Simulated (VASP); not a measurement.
# CoSi (F-43m) in VASP: a series of runs, part 2 of 2

VASP 6.6.1.

### 3 Single point, PBE

This run uses another cell than the first one, of 16.46 Å³/atom.

INCAR

```
SYSTEM = CoSi
PREC = Accurate
ENCUT = 600
EDIFF = 1E-6
ISMEAR = 0
SIGMA = 0.1
LREAL = .False.
LASPH = .True.
NELM = 120
ALGO = Normal
ISIF = 2
LWAVE = .False.
LCHARG = .True.
GGA = PE
LELF = .True.
LVHAR = .True.
NBANDS = 14
GGA_COMPAT = .False.
```

KPOINTS

```
Automatic mesh
0
Gamma
  18 18 18
  0 0 0
```

POSCAR

```
CoSi
1.0
    0.0000000000      2.5436546122      2.5436546122
    2.5436546122      0.0000000000      2.5436546122
    2.5436546122      2.5436546122      0.0000000000
Co Si
1 1
Direct
    0.7500000000      0.7500000000      0.7500000000
    0.0000000000      0.0000000000      0.0000000000
```

Potentials or basis: VASP PAW PBE potentials, release 64 (Co, Si).

Started as:

```
$ cat potpaw_PBE.64/Co/POTCAR potpaw_PBE.64/Si/POTCAR > POTCAR
$ mpirun -np 1 vasp_std > vasp.out
```

OUTCAR:

```text
SYSTEM = CoSi
   PREC = Accurate
   ENCUT = 600
   EDIFF = 1E-6
   ISMEAR = 0
   LREAL = .False.
   LASPH = .True.
   NELM = 120
   ISIF = 2
   GGA = PE

 ion  position               nearest neighbor table
   1  0.750  0.750  0.750-   2 2.20   2 2.20   2 2.20   2 2.20
   2  0.000  0.000  0.000-   1 2.20   1 2.20   1 2.20   1 2.20

  LATTYP: Found a face centered cubic cell.
 ALAT       =     5.0873092244

  Lattice vectors:

 A1 = (   0.0000000000,   2.5436546122,   2.5436546122)
 A2 = (   2.5436546122,   0.0000000000,   2.5436546122)
 A3 = (   2.5436546122,   2.5436546122,   0.0000000000)

Analysis of symmetry for initial positions (statically):
=====================================================================
 Subroutine PRICEL returns:
 Original cell was already a primitive cell.

 Routine SETGRP: Setting up the symmetry group for a
 face centered cubic supercell.

 Subroutine GETGRP returns: Found 24 space group operations
 (whereof 24 operations were pure point group operations)
 out of a pool of 48 trial point group operations.

The static configuration has the point symmetry T_d .

Analysis of symmetry for dynamics (positions and initial velocities):
[... 177 lines left out ...]
      9      12.4694      0.00000
     10      13.7762      0.00000
     11      13.7762      0.00000
     12      13.7762      0.00000
     13      15.1563      0.00000
     14      19.7189      0.00000
[... 377 lines left out ...]
      1      -2.9509      2.00000
      2       3.2383      2.00000
      3       3.8737      2.00000
      4       3.9063      2.00000
      5       4.9465      2.00000
      6       5.0611      2.00000
      7       7.9886      0.00000
      8      10.3519      0.00000
      9      11.3601      0.00000
     10      14.3120      0.00000
     11      14.8218      0.00000
     12      15.3331      0.00000
     13      17.1943      0.00000
     14      18.0322      0.00000

 [... further k-points ...]

------------------------ aborting loop because EDIFF is reached ----------------------------------------

  FORCE on cell =-STRESS in cart. coord.  units (eV):
  Direction    XX          YY          ZZ          XY          YZ          ZX
  --------------------------------------------------------------------------------------
  -------------------------------------------------------------------------------------
  Total       -0.0048077     -0.0048077     -0.0048077     -0.0000000      0.0000000     -0.0000000
  in kB       -0.2340139     -0.2340139     -0.2340139     -0.0000000      0.0000000     -0.0000000
  external PRESSURE =      -0.2340139 kB  Pullay stress =       0.0000000 kB

 VOLUME and BASIS-vectors are now :
 -----------------------------------------------------------------------------
  energy-cutoff  :      600.00
  volume of cell :       32.92
      direct lattice vectors                 reciprocal lattice vectors
     0.000000000  2.543654612  2.543654612    -0.196567568  0.196567568  0.196567568
     2.543654612  0.000000000  2.543654612     0.196567568 -0.196567568  0.196567568
     2.543654612  2.543654612  0.000000000     0.196567568  0.196567568 -0.196567568

 POSITION                                       TOTAL-FORCE (eV/Angst)
 -----------------------------------------------------------------------------------
      3.81548      3.81548      3.81548        -0.000000     -0.000000     -0.000000
      0.00000      0.00000      0.00000         0.000000      0.000000      0.000000
 -----------------------------------------------------------------------------------
    total drift:                               -0.000000     -0.000000     -0.000000

  FREE ENERGIE OF THE ION-ELECTRON SYSTEM (eV)
  ---------------------------------------------------
  free  energy   TOTEN  =       -11.7301681160 eV

  energy  without entropy=      -11.7250673326  energy(sigma->0) =      -11.72761772
```

Wall time 4 min (1 thread of Intel Xeon 8259CL, shared host); peak memory 0.26 GiB.

What came out:

```yaml
Free_energy: -11.7302 eV
Pressure: 0.0 GPa
Band_gap_on_the_k_mesh: zero (an odd number of electrons rules out a gap without spin polarisation)
```

Caveat: the run has no spin polarisation, though such a crystal can be magnetic.

### 4 Relaxation of cell and atoms, PBE

This run uses another cell than the first one, of 16.42 Å³/atom.

INCAR

```
SYSTEM = CoSi
ALGO     = Normal         ! electronic algorithm
EDIFF    = 1E-7           ! SCF threshold, eV
EDIFFG   = -0.01          ! ionic threshold
ENCUT    = 600            ! plane-wave cutoff, eV
GGA      = PE             ! functional
GGA_COMPAT= .FALSE.      
IBRION   = 2              ! ionic algorithm
ISIF     = 3              ! what is computed and relaxed
ISMEAR   = 0              ! smearing method
LASPH    = .TRUE.         ! aspherical terms in the spheres
LCHARG   = .FALSE.        ! write CHGCAR
LREAL    = .FALSE.        ! projectors in reciprocal space
LWAVE    = .FALSE.        ! write WAVECAR
NELM     = 120            ! most SCF steps
NELMIN   = 4            
NSW      = 100            ! ionic steps
PREC     = Accurate       ! precision mode
SIGMA    = 0.1            ! smearing width, eV
```

KPOINTS

```
k-points
0
G
  18 18 18
  0 0 0
```

POSCAR

```
CoSi
1.0
    0.0000000000      2.5415439300      2.5415439300
    2.5415439300      0.0000000000      2.5415439300
    2.5415439300      2.5415439300      0.0000000000
Co Si
1 1
Direct
    0.7500000000      0.7500000000      0.7500000000
    0.0000000000      0.0000000000      0.0000000000
```

Started as:

```
$ cat potpaw_PBE.64/Co/POTCAR potpaw_PBE.64/Si/POTCAR > POTCAR
$ mpirun -np 1 vasp_std > vasp.out
```

It took 5.2 min on 1 thread of Intel Xeon 8259CL, shared host; peak memory 0.25 GiB.

It converged, with:

| Property | Result |
| --- | --- |
| Free energy | -11.7301 eV |
| Relaxed volume | 16.45 Å³/atom |
| Relaxed cell | a = 3.597 Å, b = 3.597 Å, c = 3.597 Å, α = 60.00°, β = 60.00°, γ = 60.00° |
| Space group after relaxing (to 0.1 Å) | F-43m (No. 216) |
| Energy gained by relaxing | 0.0 meV/atom |
| Ionic steps | 3 |
| Pressure after relaxing | 0.0 GPa |
| Band gap on the k mesh | zero (an odd number of electrons rules out a gap without spin polarisation) |

Final structure:
```xyz
2
Lattice="0.0000 2.5435 2.5435 2.5435 0.0000 2.5435 2.5435 2.5435 0.0000" Properties=species:S:1:pos:R:3 pbc="T T T"
Co    3.8152    3.8152    3.8152
Si    0.0000    0.0000    0.0000
```

Levels at points of the mesh, in eV from the Fermi level:
```tsv
k point	band 3	band 4	band 5	band 6	band 7	band 8	band 9	band 10
(0.00, 0.00, 0.00)	-2.30	-2.30	-1.01	-1.01	6.43	6.43	6.43	7.74
(0.50, 0.00, 0.00)	-2.09	-2.09	-0.85	-0.85	-0.57	4.03	4.03	7.66
(0.50, 0.50, 0.00)	-1.45	-1.36	-1.36	-0.64	-0.27	1.06	1.06	6.09
```

Caveat: the run has no spin polarisation, though such a crystal can be magnetic. Spin polarisation is off, so any magnetic state and its effect on volume and gap are missing.
